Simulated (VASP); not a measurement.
# LiH (rocksalt type) in VASP: a series of runs, part 3 of 3

VASP 6.6.1. Earlier steps stand in the parts before.

### 5 Electric field gradients, PBE (volume scaled by 0.9405)

INCAR

```
SYSTEM = LiH
PREC = Accurate
ENCUT = 520
EDIFF = 1E-8
ISMEAR = -1
SIGMA = 0.08
LREAL = .FALSE.
LASPH = .TRUE.
NELM = 60
ALGO = Normal
ISIF = 2
LWAVE = .FALSE.
LCHARG = .FALSE.
GGA = PE
LEFG = .TRUE.
NBANDS = 9
```

KPOINTS

```
Automatic mesh
0
G
  14 14 14
  0 0 0
```

POSCAR

```
LiH
1.0
    0.0000000000      1.9629412656      1.9629412656
    1.9629412656      0.0000000000      1.9629412656
    1.9629412656      1.9629412656      0.0000000000
Li H
1 1
Direct
    0.0000000000      0.0000000000      0.0000000000
    0.5000000000      0.5000000000      0.5000000000
```

Potentials or basis: VASP PAW PBE potentials, release 64 (Li_sv, H).

The run is started by

```sh
> cat potpaw_PBE.64/Li_sv/POTCAR potpaw_PBE.64/H/POTCAR > POTCAR
> mpirun -np 1 vasp_std > vasp.out
```

OUTCAR:

```text
SYSTEM = LiH
   PREC = Accurate
   ENCUT = 520
   EDIFF = 1E-8
   ISMEAR = -1
   LREAL = .FALSE.
   LASPH = .TRUE.
   NELM = 60
   ISIF = 2
   GGA = PE

 ion  position               nearest neighbor table
   1  0.000  0.000  0.000-
   2  0.500  0.500  0.500-

  LATTYP: Found a face centered cubic cell.
 ALAT       =     3.9258825312

  Lattice vectors:

 A1 = (   0.0000000000,   1.9629412656,   1.9629412656)
 A2 = (   1.9629412656,   0.0000000000,   1.9629412656)
 A3 = (   1.9629412656,   1.9629412656,   0.0000000000)

Analysis of symmetry for initial positions (statically):
=====================================================================
 Subroutine PRICEL returns:
 Original cell was already a primitive cell.

 Routine SETGRP: Setting up the symmetry group for a
 face centered cubic supercell.

 Subroutine GETGRP returns: Found 48 space group operations
 (whereof 48 operations were pure point group operations)
 out of a pool of 48 trial point group operations.

The static configuration has the point symmetry O_h .

Analysis of symmetry for dynamics (positions and initial velocities):
=====================================================================
 Subroutine PRICEL returns:
 Original cell was already a primitive cell.

 Routine SETGRP: Setting up the symmetry group for a
 face centered cubic supercell.

 Subroutine GETGRP returns: Found 48 space group operations
 (whereof 48 operations were pure point group operations)
 out of a pool of 48 trial point group operations.

The dynamic configuration has the point symmetry O_h .

 Subroutine INISYM returns: Found 48 space group operations
 (whereof 48 operations are pure point group operations),
 and found     1 'primitive' translations

----------------------------------------------------------------------------------------

                                     Primitive cell

  volume of cell :      15.1270

  direct lattice vectors                    reciprocal lattice vectors
     0.000000000  1.962941266  1.962941266    -0.254719797  0.254719797  0.254719797
     1.962941266  0.000000000  1.962941266     0.254719797 -0.254719797  0.254719797
     1.962941266  1.962941266  0.000000000     0.254719797  0.254719797 -0.254719797

  length of vectors
     2.776018160  2.776018160  2.776018160     0.441187629  0.441187629  0.441187629

  position of ions in fractional coordinates (direct lattice)
     0.000000000  0.000000000  0.000000000
     0.500000000  0.500000000  0.500000000

  ion indices of the primitive-cell ions
   primitive index   ion index
                 1           1
                 2           2

----------------------------------------------------------------------------------------

 KPOINTS: Automatic mesh

Automatic generation of k-mesh.
 Grid dimensions read from file:
 generate k-points for:   14   14   14

[... 69 lines left out ...]
   ISIF   =      2    stress and relaxation
   ISYM   =      2    0-nonsym 1-usesym 2-fastsym
   POTIM  = 0.5000    time-step for ionic-motion
   TEBEG  =    0.0;   TEEND  =   0.0 temperature during run
   PSTRESS=    0.0 pullay stress
   NELECT =       4.0000    total number of electrons
   NUPDOWN=      -1.0000    fix difference up-down
   EMIN   =  10.00;   EMAX   =-10.00  energy-range for DOS
   EFERMI =   0.00;   METHOD = LEGACY
   ISMEAR =    -1;   SIGMA  =   0.08  broadening in eV -4-tet -1-fermi 0-gaus
   EFERMI_NEDOS =   21; number of points for ismear=-14 and -15
   IALGO  =     38    algorithm
   IMIX   =      4    mixing-type and parameters
     AMIX     =   0.40;   BMIX     =  1.00
     AMIX_MAG =   1.60;   BMIX_MAG =  1.00
  volume/ion in A,a.u.               =       7.56        51.04
  Fermi-wavevector in a.u.,A,eV,Ry     =   1.050778  1.985682 15.022653  1.104134
  Thomas-Fermi vector in A             =   2.185794
   LORBIT       =      0    0 simple, 1 ext, 2 COOP (PROOUT), +10 PAW based schemes
   GGA     = PE    functional components
   LHFCALC =     F    Hartree Fock is set to
   AEXX    =    0.0000 exact exchange contribution
   IVDW    =     0    specifies the selected vdW correction
   LEPSILON=     F    determine dielectric tensor
   LRPA    =     F    only Hartree local field effects (RPA)
 non-spin polarized calculation
  energy-cutoff  :      520.00
  volume of cell :       15.13
 maximum number of plane-waves:       420
 NGX is ok and might be reduce to    24
   NGX = 11   NGY = 11   NGZ = 11

 number of electron       4.0000000 magnetization

 Free energy of the ion-electron system (eV)
  ---------------------------------------------------
  ext. energy  EPLUGINS =         0.00000000
  ---------------------------------------------------
  free energy    TOTEN  =        -6.12003545 eV

  energy without entropy =       -6.12003545  energy(sigma->0) =       -6.12003545

 E-fermi :   1.9575     XC(G=0):  -8.7149

 val. band max:        0.3943024983   @ k =   0.5000   0.5000   0.0000
 cond. band min:       3.3230568841   @ k =   0.5000   0.5000   0.0000
 fundamental gap:      2.9287543858
 Fermi energy:         1.9575302854

 k-point     1 :       0.0000    0.0000    0.0000
  band No.  band energies     occupation
      1     -43.8464      2.00000
      2      -5.2799      2.00000
      3      17.3072      0.00000
      4      18.9336      0.00000
      5      18.9336      0.00000
      6      18.9336      0.00000
      7      23.7664      0.00000
      8      23.7664      0.00000
      9      23.7664      0.00000
[... 265 lines left out ...]
 k-point    24 :       0.2857    0.1429    0.0000
  band No.  band energies     occupation
      1     -43.8116      2.00000
      2      -3.9270      2.00000
      3      10.8581      0.00000
      4      14.0386      0.00000
      5      14.9043      0.00000
      6      18.7690      0.00000
      7      21.1412      0.00000
      8      25.0854      0.00000
      9      27.4304      0.00000

 [... further k-points ...]
[... 5 lines left out ...]
  --------------------------------------------------------------------------------------
  -------------------------------------------------------------------------------------
  Total        0.2070097      0.2070097      0.2070097     -0.0000000     -0.0000000     -0.0000000
  in kB       21.9254958     21.9254958     21.9254958     -0.0000000     -0.0000000     -0.0000000
  external PRESSURE =      21.9254958 kB  Pullay stress =       0.0000000 kB

 VOLUME and BASIS-vectors are now :
 -----------------------------------------------------------------------------
  energy-cutoff  :      520.00
  volume of cell :       15.13
      direct lattice vectors                 reciprocal lattice vectors
     0.000000000  1.962941266  1.962941266    -0.254719797  0.254719797  0.254719797
     1.962941266  0.000000000  1.962941266     0.254719797 -0.254719797  0.254719797
     1.962941266  1.962941266  0.000000000     0.254719797  0.254719797 -0.254719797

 POSITION                                       TOTAL-FORCE (eV/Angst)
 -----------------------------------------------------------------------------------
      0.00000      0.00000      0.00000         0.000000      0.000000      0.000000
      1.96294      1.96294      1.96294         0.000000     -0.000000      0.000000
 -----------------------------------------------------------------------------------
    total drift:                                0.000000     -0.000000     -0.000000

  FREE ENERGIE OF THE ION-ELECTRON SYSTEM (eV)
  ---------------------------------------------------
  free  energy   TOTEN  =        -6.1200354463 eV

  energy  without entropy=       -6.1200354460  energy(sigma->0) =       -6.12003545

 Electric field gradients (V/A^2)
---------------------------------------------------------------------
 ion       V_xx      V_yy      V_zz      V_xy      V_xz      V_yz
---------------------------------------------------------------------
   1       0.000    -0.000     0.000     0.001     0.001     0.001
   2      -0.000    -0.000     0.000     0.000     0.000     0.000
---------------------------------------------------------------------

 Electric field gradients after diagonalization (V/A^2)
 (convention: |V_zz| > |V_xx| > |V_yy|)
----------------------------------------------------------------------
 ion       V_xx      V_yy      V_zz     asymmetry (V_yy - V_xx)/ V_zz
----------------------------------------------------------------------
   1      -0.001    -0.001     0.002       0.000
   2      -0.000    -0.000     0.000       0.000
----------------------------------------------------------------------

           NMR quadrupolar parameters

 Cq : quadrupolar parameter    Cq=e*Q*V_zz/h
 eta: asymmetry parameters     (V_yy - V_xx)/ V_zz
 Q  : nuclear electric quadrupole moment in mb (millibarn)
----------------------------------------------------------------------
 ion       Cq(MHz)       eta       Q (mb)
----------------------------------------------------------------------
   1       0.000       0.000       1.000
   2       0.000       0.000       1.000
----------------------------------------------------------------------
```

stdout:

```text
POSCAR found type information on POSCAR LiH
 POSCAR found :  2 types and       2 ions
 scaLAPACK will be used
 LDA part: xc-table for (Slater+PW92), standard interpolation
 POSCAR, INCAR and KPOINTS ok, starting setup
 FFT: planning ... GRIDC
 FFT: planning ... GRID_SOFT
 FFT: planning ... GRID
 WAVECAR not read
 entering main loop
ion   1

ion   2
```

It took 5.5 s on 1 thread of Intel Xeon 6975P-C (Granite Rapids), shared host; peak memory 0.14 GiB.

What came out:

| Quantity | Value |
| --- | --- |
| Free energy | -6.1200 eV |
| Band gap on the k mesh | 2.93 eV, direct |

Levels at points of the mesh, in eV from the valence-band top:
| k point | band 1 | band 2 | band 3 | band 4 | band 5 | band 6 | band 7 |
| --- | --- | --- | --- | --- | --- | --- | --- |
| (0.00, 0.00, 0.00) | -44.24 | -5.67 | 16.91 | 18.54 | 18.54 | 18.54 | 23.37 |
| (0.50, 0.00, 0.00) | -44.18 | -2.81 | 5.07 | 14.21 | 17.08 | 17.08 | 19.71 |
| (0.50, 0.50, 0.00) | -44.16 | 0.00 | 2.93 | 11.12 | 11.12 | 14.37 | 18.18 |

Caveat: the cutoff is under 1.25 times the usual one of these potentials, so pressure, stress and relaxed cells hold a basis-set (Pulay) error; without QUAD_EFG the Cq values of the log hold for a quadrupole moment of 1 mb, not for the nuclei.

### 6 Electric field gradients, PBE

INCAR

```
SYSTEM = LiH
ALGO     = Normal         ! electronic algorithm
EDIFF    = 1E-8           ! SCF threshold, eV
ENCUT    = 520            ! plane-wave cutoff, eV
GGA      = PE             ! functional
ISIF     = 2              ! what is computed and relaxed
ISMEAR   = -1             ! smearing method
LASPH    = .True.         ! aspherical terms in the spheres
LCHARG   = .False.        ! write CHGCAR
LEFG     = .True.       
LREAL    = .False.        ! projectors in reciprocal space
LWAVE    = .False.        ! write WAVECAR
NBANDS   = 9              ! bands
NELM     = 100            ! most SCF steps
PREC     = Accurate       ! precision mode
SIGMA    = 0.08           ! smearing width, eV
```

KPOINTS

```
k-points
0
Gamma
  14 14 14
  0 0 0
```

POSCAR

```
LiH
1.0
    0.0000000000      2.0034924263      2.0034924263
    2.0034924263      0.0000000000      2.0034924263
    2.0034924263      2.0034924263      0.0000000000
Li H
1 1
Direct
    0.0000000000      0.0000000000      0.0000000000
    0.5000000000      0.5000000000      0.5000000000
```

Potentials or basis: VASP PAW PBE potentials, release 64 (Li_sv, H).

The run is started by

```sh
> cat potpaw_PBE.64/Li_sv/POTCAR potpaw_PBE.64/H/POTCAR > POTCAR
> mpirun -np 1 vasp_std > vasp.out
```

OUTCAR:

```text
SYSTEM = LiH
   EDIFF = 1E-8
   ENCUT = 520
   GGA = PE
   ISIF = 2
   ISMEAR = -1
   LASPH = .True.
   LREAL = .False.
   NELM = 100
   PREC = Accurate

 ion  position               nearest neighbor table
   1  0.000  0.000  0.000-
   2  0.500  0.500  0.500-

  LATTYP: Found a face centered cubic cell.
 ALAT       =     4.0069848526

  Lattice vectors:

 A1 = (   0.0000000000,   2.0034924263,   2.0034924263)
 A2 = (   2.0034924263,   0.0000000000,   2.0034924263)
 A3 = (   2.0034924263,   2.0034924263,   0.0000000000)

[... 497 lines left out ...]
  FREE ENERGIE OF THE ION-ELECTRON SYSTEM (eV)
  ---------------------------------------------------
  free  energy   TOTEN  =        -6.1270730792 eV

  energy  without entropy=       -6.1270730790  energy(sigma->0) =       -6.12707308

 Electric field gradients (V/A^2)
---------------------------------------------------------------------
 ion       V_xx      V_yy      V_zz      V_xy      V_xz      V_yz
---------------------------------------------------------------------
   1      -0.000    -0.000     0.000    -0.000    -0.000    -0.000
   2       0.000     0.000    -0.000     0.001     0.001     0.001
---------------------------------------------------------------------

 Electric field gradients after diagonalization (V/A^2)
 (convention: |V_zz| > |V_xx| > |V_yy|)
----------------------------------------------------------------------
 ion       V_xx      V_yy      V_zz     asymmetry (V_yy - V_xx)/ V_zz
----------------------------------------------------------------------
   1       0.000     0.000    -0.001       0.000
   2      -0.001    -0.001     0.001       0.000
----------------------------------------------------------------------

           NMR quadrupolar parameters

 Cq : quadrupolar parameter    Cq=e*Q*V_zz/h
 eta: asymmetry parameters     (V_yy - V_xx)/ V_zz
 Q  : nuclear electric quadrupole moment in mb (millibarn)
----------------------------------------------------------------------
 ion       Cq(MHz)       eta       Q (mb)
----------------------------------------------------------------------
   1      -0.000       0.000       1.000
   2       0.000       0.000       1.000
----------------------------------------------------------------------
```

It took 5.8 s on 1 thread of Intel Xeon 6975P-C (Granite Rapids), shared host; peak memory 0.13 GiB.

What came out:

```
Free energy            : -6.1271 eV
Band gap on the k mesh : 2.98 eV, direct
```

Caveat: the cutoff is under 1.25 times the usual one of these potentials, so pressure, stress and relaxed cells hold a basis-set (Pulay) error; without QUAD_EFG the Cq values of the log hold for a quadrupole moment of 1 mb, not for the nuclei.

### 7 The runs side by side

```tsv
cell	gap on the mesh (eV)
a = 2.833, b = 2.833, c = 2.819 Å, angles 60.2, 60.2, 60.3°, 2 atoms	2.98
a = 2.776 Å, angles 60.0°, 2 atoms	2.93
a = 2.833 Å, angles 60.0°, 2 atoms	2.98
```

Alike in all rows: task electric field gradients; level PBE; potentials or basis VASP PAW PBE potentials, release 64 (Li_sv, H); no spin polarisation; k mesh 14 × 14 × 14; cutoff (eV) 520; smearing fermi-dirac 0.08 eV.

Caveats: the cutoff is under 1.25 times the usual one of these potentials, so pressure, stress and relaxed cells hold a basis-set (Pulay) error.

Absolute energies hang on the potentials; compare differences alone.
